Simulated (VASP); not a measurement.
Wanted: the native input for a VASP 6.6.1 run.

| Item | Value |
| --- | --- |
| Task | single point |
| Functional | r2SCAN |
| Potentials or basis | VASP PAW PBE potentials, release 64 (Mg, S) |
| Cutoff | 520 eV |
| k mesh | 8 × 8 × 8 |
| Occupations | gaussian, width 0.01 eV |
| Spin | no spin polarisation |
| Dipole correction | no |
| Further INCAR settings | ALGO = Normal; EDIFF = 1e-06; NBANDS = 11 |

MgS:

```xyz
2
Lattice="0.0000 2.6015 2.6098 2.6015 0.0000 2.6098 2.6015 2.6015 0.0000" Properties=species:S:1:pos:R:3 pbc="T T T"
Mg    0.0000    0.0000    0.0000
S     2.6015    2.6015    2.6098
```

This cell differs from its parent crystal: uniaxial z strain +0.3%.

The input as run:

POSCAR

```
MgS
1.0
    0.0000000000      2.6015179370      2.6098427944
    2.6015179370      0.0000000000      2.6098427944
    2.6015179370      2.6015179370      0.0000000000
Mg S
1 1
Direct
    0.0000000000      0.0000000000      0.0000000000
    0.5000000000      0.5000000000      0.5000000000
```

INCAR.step1

```
SYSTEM = MgS
PREC = Accurate
ENCUT = 520
ISMEAR = 0
SIGMA = 0.01
LREAL = .FALSE.
LASPH = .TRUE.
NELM = 80
NBANDS = 11
GGA = PE
ALGO = Normal
EDIFF = 1E-4
LWAVE = .TRUE.
LCHARG = .FALSE.
```

INCAR.step2

```
SYSTEM = MgS
PREC = Accurate
ENCUT = 520
EDIFF = 1E-6
ISMEAR = 0
SIGMA = 0.01
LREAL = .FALSE.
LASPH = .TRUE.
NELM = 80
ALGO = Normal
ISIF = 2
LWAVE = .FALSE.
LCHARG = .FALSE.
METAGGA = R2SCAN
LMIXTAU = .TRUE.
NBANDS = 11
ISTART = 1
```

KPOINTS

```
regular mesh
0
G
  8 8 8
  0 0 0
```

Potentials or basis: VASP PAW PBE potentials, release 64 (Mg, S).

Run with:

```bash
$ cat potpaw_PBE.64/Mg/POTCAR potpaw_PBE.64/S/POTCAR > POTCAR
$ cp INCAR.step1 INCAR
$ mpirun -np 1 vasp_std > vasp.out
$ cp INCAR.step2 INCAR
$ mpirun -np 1 vasp_std > vasp.out
```

It gave:

| Property | Result |
| --- | --- |
| Pressure | -0.7 GPa |
| Band gap on the k mesh | 3.41 eV (least direct gap 4.58 eV) |

Caveat: the cell differs from its parent crystal (uniaxial z strain +0.3%); the PAW data sets were made with another functional, which shifts forces and pressure a little.

Wall time 97 s on 1 thread of Intel(R) Xeon(R) Platinum 8259CL CPU @ 2.50GHz (Skylake/Cascade Lake) (shared host), peak memory 0.18 GiB.
